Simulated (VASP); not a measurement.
Write the native input for VASP 6.6.1 that does the following.

* Task: single point
* Functional: PBE
* Potentials or basis: VASP PAW PBE potentials, release 64 (Al)
* Cutoff: 520 eV
* k mesh: 8 × 8 × 8
* Occupations: gaussian, width 0.1 eV
* Spin: no spin polarisation
* Dipole correction: no
* Further INCAR settings: ALGO = Normal; EDIFF = 1e-06; NBANDS = 22

The structure of Al lies in POSCAR:

```
Al
1.0
   -3.2364514720     -3.2364514720      3.2364514720
   -3.2364514720      3.2364514720     -3.2364514720
    3.2364514720     -3.2364514720     -3.2364514720
Al
8
Direct
    0.5000000000      0.5000000000      0.5000000000
    0.0000000000      0.5000000000      0.5000000000
    0.5000000000      0.0000000000      0.5000000000
    0.0000000000      0.0000000000      0.5000000000
    0.5000000000      0.5000000000      0.0000000000
    0.0000000000      0.5000000000      0.0000000000
    0.5000000000      0.0000000000      0.0000000000
    0.0000000000      0.0000000000      0.0000000000
```

This isn't the form of Al at room conditions, which is fcc.

The input as run:

INCAR

```
SYSTEM = Al
PREC = Accurate
ENCUT = 520
EDIFF = 1E-6
ISMEAR = 0
SIGMA = 0.1
LREAL = .False.
LASPH = .True.
NELM = 80
ALGO = Normal
ISIF = 2
LWAVE = .False.
LCHARG = .False.
GGA = PE
NBANDS = 22
```

KPOINTS

```
Automatic mesh
0
Gamma
  8 8 8
  0 0 0
```

Potentials or basis: VASP PAW PBE potentials, release 64 (Al).

Command:

```bash
$ cat potpaw_PBE.64/Al/POTCAR > POTCAR
$ mpirun -np 1 vasp_std > vasp.out
```

It gave:

| Property | Result |
| --- | --- |
| Pressure | -0.1 GPa |
| Band gap on the k mesh | zero (bands 12 and 13 overlap by 5.30 eV) |

Run time: 69 s on 1 thread of Intel(R) Xeon(R) Platinum 8259CL CPU @ 2.50GHz (Skylake/Cascade Lake), on a shared host, peak memory 0.27 GiB.
